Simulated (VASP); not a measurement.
# HfPb2 (P-3m1) in VASP: a series of runs, part 2 of 2

VASP 6.6.1. The steps go on from the part before.

**4. Relaxation of cell and atoms, PBE**

Input file INCAR:

```
  ALGO = Normal
  EDIFF = 1E-7
  EDIFFG = -0.04
  ENCUT = 600
  GGA = PE
  IBRION = 2
  ISIF = 3
  ISMEAR = 0
  LASPH = T
  LCHARG = F
  LREAL = F
  LWAVE = F
  NELM = 100
  NSW = 90
  PREC = Accurate
  SIGMA = 0.1
```

Input file KPOINTS:

```
k-points
0
Gamma
  6 6 2
```

Input file POSCAR:

```
HfPb2
1.0
    3.3525911600      0.0000000000      0.0000000000
   -1.6762955800      2.9034291200      0.0000000000
    0.0000000000      0.0000000000      8.5275286200
Hf Pb
1 2
Direct
    0.0000000000      0.0000000000      0.0000000000
    0.3333333300      0.6666666700      0.3217177800
    0.6666666700      0.3333333300      0.6782822200
```

Potentials or basis: VASP PAW PBE potentials, release 64 (Hf_pv, Pb_d).

Run with:

```bash
$ cat potpaw_PBE.64/Hf_pv/POTCAR potpaw_PBE.64/Pb_d/POTCAR > POTCAR
$ mpirun -np 1 vasp_std > vasp.out
```

OUTCAR:

```text
EDIFF = 1E-7
   EDIFFG = -0.04
   ENCUT = 600
   GGA = PE
   IBRION = 2
   ISIF = 3
   ISMEAR = 0
   LASPH = T
   LREAL = F
   NELM = 100
   NSW = 90
   PREC = Accurate

 ion  position               nearest neighbor table
   1  0.000  0.000  0.000-   2 3.36   3 3.36   3 3.36   2 3.36   3 3.36   2 3.36
   2  0.333  0.667  0.322-   1 3.36   1 3.36   1 3.36   3 3.60   3 3.60   3 3.60
   3  0.667  0.333  0.678-   1 3.36   1 3.36   1 3.36   2 3.60   2 3.60   2 3.60

  LATTYP: Found a hexagonal cell.
 ALAT       =     3.3525911600
 C/A-ratio  =     2.5435635343

  Lattice vectors:

 A1 = (   3.3525911600,   0.0000000000,   0.0000000000)
 A2 = (  -1.6762955800,   2.9034291200,   0.0000000000)
 A3 = (   0.0000000000,   0.0000000000,   8.5275286200)

Analysis of symmetry for initial positions (statically):
=====================================================================
 Subroutine PRICEL returns:
 Original cell was already a primitive cell.

 Routine SETGRP: Setting up the symmetry group for a
 hexagonal supercell.

 Subroutine GETGRP returns: Found 12 space group operations
 (whereof 12 operations were pure point group operations)
 out of a pool of 24 trial point group operations.

The static configuration has the point symmetry D_3d.

Analysis of symmetry for dynamics (positions and initial velocities):
=====================================================================
 Subroutine PRICEL returns:
 Original cell was already a primitive cell.

 Routine SETGRP: Setting up the symmetry group for a
 hexagonal supercell.

 Subroutine GETGRP returns: Found 12 space group operations
 (whereof 12 operations were pure point group operations)
 out of a pool of 24 trial point group operations.

The dynamic configuration has the point symmetry D_3d.

 Subroutine INISYM returns: Found 12 space group operations
 (whereof 12 operations are pure point group operations),
 and found     1 'primitive' translations

----------------------------------------------------------------------------------------

                                     Primitive cell
[... 107 lines left out ...]
   GGA     = PE    functional components
   LHFCALC =     F    Hartree Fock is set to
   AEXX    =    0.0000 exact exchange contribution
   IVDW    =     0    specifies the selected vdW correction
   LEPSILON=     F    determine dielectric tensor
   LRPA    =     F    only Hartree local field effects (RPA)
 conjugate gradient relaxation of ions
 non-spin polarized calculation
 Gauss-broadening in eV      SIGMA  =   0.10
  energy-cutoff  :      600.00
  volume of cell :       83.01
 maximum number of plane-waves:      2788
 NGX is ok and might be reduce to    28
   NGX = 13   NGY = 13   NGZ = 35

--------------------------------------- Ionic step        1  -------------------------------------------

 number of electron      37.9999996 magnetization

 Free energy of the ion-electron system (eV)
  ---------------------------------------------------
  ext. energy  EPLUGINS =         0.00000000
  ---------------------------------------------------
  free energy    TOTEN  =       -16.51071209 eV

  energy without entropy =      -16.49431880  energy(sigma->0) =      -16.50251545

------------------------ aborting loop because EDIFF is reached ----------------------------------------

  FORCE on cell =-STRESS in cart. coord.  units (eV):
  Direction    XX          YY          ZZ          XY          YZ          ZX
  --------------------------------------------------------------------------------------
  -------------------------------------------------------------------------------------
  Total       -0.7582401     -0.7582401     -1.0146132     -0.0000000     -0.0000000      0.0000000
  in kB      -14.6353233    -14.6353233    -19.5837606     -0.0000000     -0.0000000      0.0000000
  external PRESSURE =     -16.2848024 kB  Pullay stress =       0.0000000 kB
[... 92 lines left out ...]
  FREE ENERGIE OF THE ION-ELECTRON SYSTEM (eV)
  ---------------------------------------------------
  free  energy   TOTEN  =       -16.5401339713 eV

  energy  without entropy=      -16.5255907018  energy(sigma->0) =      -16.53286234

[... ionic steps 4 to 22 ...]

--------------------------------------- Ionic step       23  -------------------------------------------

 number of electron      37.9999999 magnetization

------------------------ aborting loop because EDIFF is reached ----------------------------------------
[... 69 lines left out ...]
--------------------------------------- Ionic step       25  -------------------------------------------

 number of electron      38.0000002 magnetization

 Free energy of the ion-electron system (eV)
  ---------------------------------------------------
  ext. energy  EPLUGINS =         0.00000000
  ---------------------------------------------------
  free energy    TOTEN  =       -16.59026758 eV

  energy without entropy =      -16.58032904  energy(sigma->0) =      -16.58529831

 E-fermi :   6.5917     XC(G=0): -10.5114

 val. band max:        6.4251383163   @ k =   0.1667   0.1667   0.0000
 cond. band min:       6.6568044893   @ k =   0.3333   0.1667   0.5000
 fundamental gap:      0.2316661731
 Fermi energy:         6.5916562780

 k-point     1 :       0.0000    0.0000    0.0000
  band No.  band energies     occupation
      1     -24.5378      2.00000
      2     -24.0644      2.00000
      3     -24.0644      2.00000
      4     -10.3998      2.00000
      5     -10.3998      2.00000
      6     -10.3983      2.00000
[... 383 lines left out ...]
  FREE ENERGIE OF THE ION-ELECTRON SYSTEM (eV)
  ---------------------------------------------------
  free  energy   TOTEN  =       -16.5902675815 eV

  energy  without entropy=      -16.5803290373  energy(sigma->0) =      -16.58529831

 reached required accuracy - stopping structural energy minimisation
```

OSZICAR:

```text
N       E                     dE             d eps       ncg     rms          rms(c)
DAV:   1     0.388182277171E+03    0.38818E+03   -0.21314E+04   644   0.211E+03
DAV:   2     0.143108615279E+02   -0.37387E+03   -0.36962E+03   644   0.503E+02
DAV:   3    -0.160218163450E+02   -0.30333E+02   -0.30164E+02   819   0.158E+02
[... 263 lines left out ...]
DAV:   4    -0.165902806997E+02    0.12864E-03   -0.62903E-04   926   0.202E-01    0.409E-02
DAV:   5    -0.165902688508E+02    0.11849E-04   -0.85263E-05   866   0.773E-02    0.248E-02
DAV:   6    -0.165902673356E+02    0.15153E-05   -0.12745E-05   892   0.287E-02    0.474E-03
DAV:   7    -0.165902675599E+02   -0.22430E-06   -0.26323E-06   878   0.199E-02    0.163E-03
DAV:   8    -0.165902675815E+02   -0.21669E-07   -0.62184E-08   371   0.247E-03
  25 F= -.16590268E+02 E0= -.16585298E+02  d E =-.107739E-02
```

It took 6.7 min on 1 thread of AMD EPYC 9R45 (Zen 5), shared host; peak memory 0.22 GiB.

What came out:

| Property | Result |
| --- | --- |
| Free energy | -16.5903 eV |
| Relaxed volume | 27.52 Å³/atom |
| Relaxed cell | a = 3.295 Å, b = 3.295 Å, c = 8.779 Å, α = 90.00°, β = 90.00°, γ = 120.00° |
| Space group after relaxing (to 0.05 Å) | P-3m1 (No. 164) |
| Energy gained by relaxing | 26.5 meV/atom |
| Ionic steps | 25 |
| Pressure after relaxing | 0.0 GPa |
| Band gap on the k mesh | zero (band 19 reaches 8.12 eV, above the bottom of band 20 at 6.17 eV) |

The path:
```
step  energy change (eV)  largest force (eV/Å)  pressure (GPa)  volume (Å³)
   1              0.0000                0.5155           -1.63        83.01
   2             -0.0293                0.3328            1.02        79.67
   3             -0.0294                0.3432            0.87        79.84
   4             -0.0457                0.1912            0.54        80.38
   5             -0.0535                0.0014            0.21        81.12
   6             -0.0545                0.0431           -0.16        81.62
   7             -0.0549                0.0853           -0.53        82.14
   8             -0.0550                0.0903           -0.56        82.19
   9             -0.0556                0.1042           -0.65        82.32
  10             -0.0569                0.1275           -0.82        82.60
  11             -0.0586                0.1619           -1.16        83.14
  12             -0.0599                0.1659           -1.17        83.17
  13             -0.0635                0.1789           -1.17        83.26
  14             -0.0673                0.2052           -1.10        83.42
  15             -0.0696                0.1928           -0.89        83.13
  16             -0.0738                0.1539           -0.24        82.29
  17             -0.0707                0.0703            1.17        80.61
  18             -0.0745                0.1299            0.17        81.78
  19             -0.0750                0.1220            0.16        81.81
  20             -0.0762                0.0990            0.13        81.91
  21             -0.0779                0.0543            0.07        82.09
  22             -0.0781                0.0323            0.00        82.47
  23             -0.0785                0.0063            0.03        82.30
  24             -0.0792                0.0041            0.03        82.42
  25             -0.0796                0.0017            0.02        82.57
```

Final structure:
```cif
data_structure
_symmetry_space_group_name_H-M 'P 1'
_symmetry_Int_Tables_number 1
_cell_length_a 3.2955
_cell_length_b 3.2955
_cell_length_c 8.7791
_cell_angle_alpha 90.000
_cell_angle_beta 90.000
_cell_angle_gamma 120.000
_cell_volume 82.57
loop_
_atom_site_label
_atom_site_type_symbol
_atom_site_fract_x
_atom_site_fract_y
_atom_site_fract_z
_atom_site_occupancy
Hf1 Hf 0.00000 0.00000 0.00000 1
Pb1 Pb 0.33333 0.66667 0.30684 1
Pb2 Pb 0.66667 0.33333 0.69316 1
```

Caveat: the k points lie up to 0.37 Å⁻¹ apart in the final cell; spin-orbit coupling is left out, which moves the levels of the heavy elements.

**5. Single point, PBE**

This run uses another cell than the first one, of 26.77 Å³/atom, 0.968 times its volume.

Input file INCAR:

```
  PREC = Accurate
  ENCUT = 520
  EDIFF = 1E-6
  ISMEAR = 0
  SIGMA = 0.1
  LREAL = False
  LASPH = True
  NELM = 100
  ALGO = Fast
  ISIF = 2
  LWAVE = False
  LCHARG = True
  GGA = PE
  LELF = True
  LVHAR = True
  NBANDS = 26
```

Input file KPOINTS:

```
regular mesh
0
Gamma
  18 18 6
```

Input file POSCAR:

```
HfPb2
1.0
    3.4086532923      0.0000000000      0.0000000000
   -1.7043266462      2.9519803438      0.0000000000
    0.0000000000      0.0000000000      7.9817574695
Hf Pb
1 2
Direct
    0.0000000000      0.0000000000      0.0000000000
    0.3333333333      0.6666666667      0.3164031504
    0.6666666667      0.3333333333      0.6835968496
```

Run with:

```bash
$ cat potpaw_PBE.64/Hf_pv/POTCAR potpaw_PBE.64/Pb_d/POTCAR > POTCAR
$ mpirun -np 1 vasp_std > vasp.out
```

It took 6 min on 1 thread of AMD EPYC 9R45 (Zen 5), shared host; peak memory 0.47 GiB.

Results (log left out):

```yaml
Free_energy: -16.6572 eV
Pressure: -0.2 GPa
Largest_force: 0.017 eV/Å
Band_gap_on_the_k_mesh: zero (band 19 reaches 8.12 eV, above the bottom of band 20 at 6.01 eV)
```

Forces on the atoms (eV/Å):
```
Hf   0.000  0.000  0.000
Pb   0.000  0.000 -0.017
Pb   0.000  0.000  0.017
```

Levels at points of the mesh, in eV from the Fermi level:
| k point | band 15 | band 16 | band 17 | band 18 | band 19 | band 20 | band 21 | band 22 | band 23 | band 24 |
| --- | --- | --- | --- | --- | --- | --- | --- | --- | --- | --- |
| (0.00, 0.00, 0.00) | -9.77 | -5.65 | -1.28 | 0.89 | 1.20 | 1.20 | 2.76 | 2.76 | 4.99 | 7.45 |
| (0.50, 0.00, 0.00) | -7.43 | -4.31 | -3.03 | -1.88 | -0.73 | 0.12 | 1.45 | 1.71 | 3.00 | 4.81 |
| (0.00, 0.00, 0.50) | -10.33 | -4.00 | -3.21 | 0.67 | 1.21 | 1.21 | 2.78 | 2.78 | 6.71 | 6.71 |
| (0.50, 0.00, 0.50) | -7.15 | -4.11 | -3.78 | -1.71 | -1.00 | 1.03 | 1.19 | 2.89 | 3.31 | 4.28 |

Caveat: spin-orbit coupling is left out, which moves the levels of the heavy elements.

**6. The runs side by side**

| task | cell | k mesh | cutoff (eV) | gap on the mesh (eV) | pressure (GPa) | largest force (eV/Å) |
| --- | --- | --- | --- | --- | --- | --- |
| single point | a = 3.353, b = 3.353, c = 8.528 Å, angles 90.0, 90.0, 120.0°, 3 atoms | 6 × 6 × 2 | 520 | none | -1.7 | 0.52 |
| single point | a = 3.294, b = 3.294, c = 8.785 Å, angles 90.0, 90.0, 120.0°, 3 atoms | 6 × 6 × 2 | 520 | none | -0.1 | 0.04 |
| relaxation of cell and atoms | relaxed from a = 3.353, b = 3.353, c = 8.528 Å, angles 90.0, 90.0, 120.0°, 3 atoms | 6 × 6 × 2 | 600 | none | 0.0 | - |
| single point | a = 3.409, b = 3.409, c = 7.982 Å, angles 90.0, 90.0, 120.0°, 3 atoms | 18 × 18 × 6 | 520 | none | -0.2 | 0.02 |

Alike in all rows: level PBE; potentials or basis VASP PAW PBE potentials, release 64 (Hf_pv, Pb_d); no spin polarisation; smearing gaussian 0.1 eV.

Caveats: some runs use coarse meshes; spin-orbit coupling is left out, which moves the levels of the heavy elements.

Absolute energies hang on the potentials; compare differences alone.
